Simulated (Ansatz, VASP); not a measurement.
**Si4IrPt: VASP beside Ansatz**

INCAR

```
SYSTEM = Si4IrPt
PREC = Accurate
ENCUT = 600
EDIFF = 1E-7
ISMEAR = 0
SIGMA = 0.1
LREAL = .False.
LASPH = .True.
NELM = 80
ALGO = Normal
ISIF = 3
LWAVE = .False.
LCHARG = .False.
GGA = PE
IBRION = 2
NSW = 90
EDIFFG = -0.04
```

File KPOINTS:

```
Automatic mesh
0
Gamma
  6 6 2
  0 0 0
```

File POSCAR:

```
Si4IrPt
1.0
    4.6485783900      0.0000000000      0.0000000000
   -2.3242891900      4.0257869700      0.0000000000
    0.0000000000      0.0000000000      8.7459441700
Si Ir Pt
4 1 1
Direct
    0.0000000000      0.0000000000      0.7947727200
    0.0000000000      0.0000000000      0.2052272800
    0.3333333300      0.6666666700      0.5000000000
    0.6666666700      0.3333333300      0.5000000000
    0.0000000000      0.0000000000      0.5000000000
    0.0000000000      0.0000000000      0.0000000000
```

Input for Ansatz:

```yaml
crystal:
  lattice:
    - [4.64857839, 0.0, 0.0]
    - [-2.32428919, 4.02578697, 0.0]
    - [0.0, 0.0, 8.74594417]
  atoms:
    - { symbol: Si, position: [0.0, 0.0, 0.79477272] }
    - { symbol: Si, position: [0.0, 0.0, 0.20522728] }
    - { symbol: Si, position: [0.33333333, 0.66666667, 0.5] }
    - { symbol: Si, position: [0.66666667, 0.33333333, 0.5] }
    - { symbol: Ir, position: [0.0, 0.0, 0.5] }
    - { symbol: Pt, position: [0.0, 0.0, 0.0] }
basis:
  ecutwfc: 420
kpoints:
  mp_grid: { grid: [6, 6, 2] }
hamiltonian:
  xc: pbe
scf:
  occupations: { method: gaussian, width: 0.1 }
  lower_state_search: "off"
output:
  forces: true
  stress: true
  eigenvalues: true
relax:
  adjacent_minimum: "off"
  f_tol: 0.04
  max_steps: 70
  cell: { stress_tol: 0.4 }
```

Alike in both runs: task relaxation of cell and atoms; functional PBE; k mesh 6 × 6 × 2; occupations gaussian, width 0.1 eV; no spin polarisation.

```csv
,VASP,Ansatz
version,VASP 6.6.1,Ansatz 0.2.0
potentials or method,"VASP PAW PBE potentials, release 64 (Si, Ir, Pt), cutoff 600 eV","scalar-relativistic, plane waves, PAW"
valence electrons in the cell,35,51
```

VASP gave:

| Quantity | Value |
| --- | --- |
| gap on the k mesh at the Fermi level, each at its own relaxed structure (eV) | none |
| relaxed volume (Å³/atom) | 25.59 |
| relaxed length of the cell vector where the two differ most in proportion (Å) | 9.196 |

Question: Which values does Ansatz return?

Answer: gap on the k mesh at the Fermi level, each at its own relaxed structure (eV): none; relaxed volume (Å³/atom): 25.56; relaxed length of the cell vector where the two differ most in proportion (Å): 9.191.

A gap of «none» marks a metal or a gap that the smearing closes. VASP's potentials hold 35 valence electrons a cell and Ansatz's 51, so a difference there can come from the potentials and not from the codes.

Neither program's run includes spin-orbit coupling.
